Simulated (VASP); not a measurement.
Input of a VASP 6.6.1 run:

File POSCAR:

```
HfC
1.0
    0.0000000000      2.3169374045      2.3169374045
    2.3169374045      0.0000000000      2.3169374045
    2.3169374045      2.3169374045      0.0000000000
Hf C
1 1
Direct
    0.5000000000      0.5000000000      0.5000000000
    0.0000000000      0.0000000000      0.0000000000
```

Contents of INCAR.step1:

```
SYSTEM = HfC
PREC = Accurate ; ENCUT = 520
ISMEAR = 0 ; SIGMA = 0.05
LREAL = .FALSE. ; LASPH = .TRUE.
NELM = 60 ; NBANDS = 14
GGA = PE ; ALGO = Normal
EDIFF = 1E-4 ; LWAVE = .TRUE.
LCHARG = .FALSE.
```

INCAR.step2

```
SYSTEM = HfC
PREC = Accurate ; ENCUT = 520
EDIFF = 1E-6 ; ISMEAR = 0
SIGMA = 0.05 ; LREAL = .FALSE.
LASPH = .TRUE. ; NELM = 60
ALGO = Normal ; ISIF = 2
LWAVE = .FALSE. ; LCHARG = .FALSE.
METAGGA = R2SCAN ; LMIXTAU = .TRUE.
NBANDS = 14 ; ISTART = 1
```

File KPOINTS:

```
Automatic mesh
0
G
  12 12 12
  0 0 0
```

Potentials or basis: VASP PAW PBE potentials, release 64 (Hf_pv, C).

Launch:

```bash
$ cat potpaw_PBE.64/Hf_pv/POTCAR potpaw_PBE.64/C/POTCAR > POTCAR
$ cp INCAR.step1 INCAR
$ mpirun -np 1 vasp_std > vasp.out
$ cp INCAR.step2 INCAR
$ mpirun -np 1 vasp_std > vasp.out
```

Estimate the pressure.

0.0 GPa.

Predict the band gap on the k mesh.

zero (band 7 reaches 6.98 eV, above the bottom of band 8 at 5.56 eV).

Caveat: the PAW data sets were made with another functional, which shifts forces and pressure a little; spin-orbit coupling is left out, which moves the levels of the heavy elements.
